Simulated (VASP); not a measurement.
# Cu3O2: single point with PBEsol

Crystal: Cu3O2.

```
Cu O
1.0
    -1.94499    2.02438    3.63045
     1.94499   -2.02438    3.63045
     1.94499    2.02438   -3.63045
Cu O
3 2
Direct
  0.25000 0.75000 0.50000
  0.75000 0.25000 0.50000
  0.00000 0.00000 0.00000
  0.00000 0.50000 0.50000
  0.50000 0.00000 0.50000
```

This cell differs from its parent crystal: strain -0.0200 x Voigt [1, -1, 0, 0, 0, 0].

```json
{"Program": "VASP 6.6.1", "Task": "single point", "Functional": "PBEsol", "Potentials or basis": "VASP PAW PBE potentials, release 64 (Cu, O)", "Cutoff": "520 eV", "k mesh": "16 × 16 × 16", "Occupations": "gaussian, width 0.15 eV", "Spin": "no spin polarisation", "Dipole correction": "no", "Further INCAR settings": "ALGO = Normal; EDIFF = 1e-06; NBANDS = 30"}
```

| Property | Result |
| --- | --- |
| Pressure | 1.1 GPa |
| Largest force | 0.202 eV/Å |
| Band gap on the k mesh | zero (an odd number of electrons rules out a gap without spin polarisation) |

Forces in eV/Å, atoms in the order of the input:
```
Cu   0.000  0.000  0.202
Cu   0.000  0.000 -0.202
Cu   0.000  0.000  0.000
O    0.000  0.000  0.000
O    0.000  0.000  0.000
```

Stress tensor (GPa, compression positive):
```
 2.59  0.00  0.00
 0.00 -1.03  0.00
 0.00  0.00  1.76
```

Levels at points of the mesh, in eV from the Fermi level:
```tsv
k point	band 21	band 22	band 23	band 24	band 25	band 26
(0.00, 0.00, 0.00)	-0.92	-0.83	0.41	0.52	4.83	5.47
(0.50, 0.00, 0.00)	-1.03	-0.62	-0.22	2.83	3.23	8.36
(0.00, 0.50, 0.00)	-0.96	-0.60	-0.22	2.85	3.35	8.02
(0.50, 0.50, 0.00)	-0.48	-0.24	0.28	1.35	3.64	3.75
(0.50, 0.50, 0.50)	-1.33	-0.37	-0.34	3.47	4.75	6.06
```

It took 12 min on 1 thread of Intel(R) Xeon(R) 6975P-C (Granite Rapids), on a shared host, peak memory 0.86 GiB.

Caveat: the cell differs from its parent crystal (strain -0.0200 x Voigt [1, -1, 0, 0, 0, 0]); the PAW data sets were made with another functional, which shifts forces and pressure a little; an odd number of electrons without spin polarisation forces a metal; a magnetic or distorted state may lie lower.
